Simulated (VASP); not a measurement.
Write the native input for VASP 6.6.1 that does the following.

```yaml
Task: single point
Functional: PBE
Potentials_or_basis: VASP PAW PBE potentials, release 64 (Ba_sv, Ti_sv, O)
Cutoff: 520 eV
k_mesh: 6 × 6 × 6
Occupations: fermi-dirac, width 0.02 eV
Spin: no spin polarisation
Dipole_correction: no
Further_INCAR_settings: ALGO = Normal; EDIFF = 1e-06; NBANDS = 28
```

The structure of BaTiO3 lies in POSCAR:

```
BaTiO3
1.0
    2.8399483166      1.6396449251      2.3312785423
   -2.8399483166      1.6396449251      2.3312785423
    0.0000000000     -3.2792898502      2.3312785423
Ba Ti O
1 1 3
Direct
    0.0012626313      0.0012626313      0.0012626313
    0.5147192493      0.5147192493      0.5147192493
    0.4882359353      0.9786472489      0.4882359353
    0.4882359353      0.4882359353      0.9786472489
    0.9786472489      0.4882359353      0.4882359353
```

One way to write it, as run:

INCAR

```
SYSTEM = BaTiO3
ALGO     = Normal         ! electronic algorithm
EDIFF    = 1E-6           ! SCF threshold, eV
ENCUT    = 520            ! plane-wave cutoff, eV
GGA      = PE             ! functional
ISIF     = 2              ! what is computed and relaxed
ISMEAR   = -1             ! smearing method
LASPH    = .True.         ! aspherical terms in the spheres
LCHARG   = .False.        ! write CHGCAR
LREAL    = .False.        ! projectors in reciprocal space
LWAVE    = .False.        ! write WAVECAR
NBANDS   = 28             ! bands
NELM     = 60             ! most SCF steps
PREC     = Accurate       ! precision mode
SIGMA    = 0.02           ! smearing width, eV
```

KPOINTS

```
k-points
0
Gamma
  6 6 6
  0 0 0
```

Potentials or basis: VASP PAW PBE potentials, release 64 (Ba_sv, Ti_sv, O).

Launch:

```sh
$ cat potpaw_PBE.64/Ba_sv/POTCAR potpaw_PBE.64/Ti_sv/POTCAR potpaw_PBE.64/O/POTCAR > POTCAR
$ mpirun -np 1 vasp_std > vasp.out
```

It gave:

The pressure is 4.9 GPa. The largest force is 0.132 eV/Å and the band gap on the k mesh is 2.46 eV, indirect (least direct gap 2.91 eV).

Caveat: spin-orbit coupling is left out, which moves the levels of the heavy elements.

Wall time 2.4 min on 1 thread of Intel Xeon 8259CL, on a shared host, peak memory 0.21 GiB.
